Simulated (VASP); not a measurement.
Here is a VASP 6.6.1 calculation.

The input INCAR:

```
SYSTEM = Li
PREC     = Accurate       ! precision mode
ENCUT    = 520            ! plane-wave cutoff, eV
EDIFF    = 1E-6           ! SCF threshold, eV
ISMEAR   = -1             ! smearing method
SIGMA    = 0.1            ! smearing width, eV
LREAL    = .False.        ! projectors in reciprocal space
LASPH    = .True.         ! aspherical terms in the spheres
NELM     = 100            ! most SCF steps
ALGO     = Normal         ! electronic algorithm
ISIF     = 2              ! what is computed and relaxed
LWAVE    = .False.        ! write WAVECAR
LCHARG   = .True.         ! write CHGCAR
GGA      = B5             ! functional
ALDAX    = 1.0          
AGGAX    = 1.0          
AGGAC    = 1.0          
ALDAC    = 0.0          
LELF     = .True.         ! ELF
LVHAR    = .True.       
ISYM     = 0            
NBANDS   = 10             ! bands
```

Contents of KPOINTS:

```
regular mesh
0
Gamma
  12 12 8
  0 0 0
```

File POSCAR:

```
Li
1.0
   -2.0524066862      1.6899617322      1.5020625587
    1.6899617322     -2.0524066862      1.5020625587
    3.8236975054      3.8236975054     -2.1658811557
Li
2
Direct
    0.9591474779      0.0408525221      1.0000000000
    0.7908525221      0.2091474779      0.5000000000
```

Potentials or basis: VASP PAW PBE potentials, release 64 (Li_sv).

The run is started by

```console
$ cat potpaw_PBE.64/Li_sv/POTCAR > POTCAR
$ mpirun -np 1 vasp_std > vasp.out
```

Q: Predict the band gap on the k mesh.

A: Zero (bands 3 and 4 overlap by 4.58 eV).
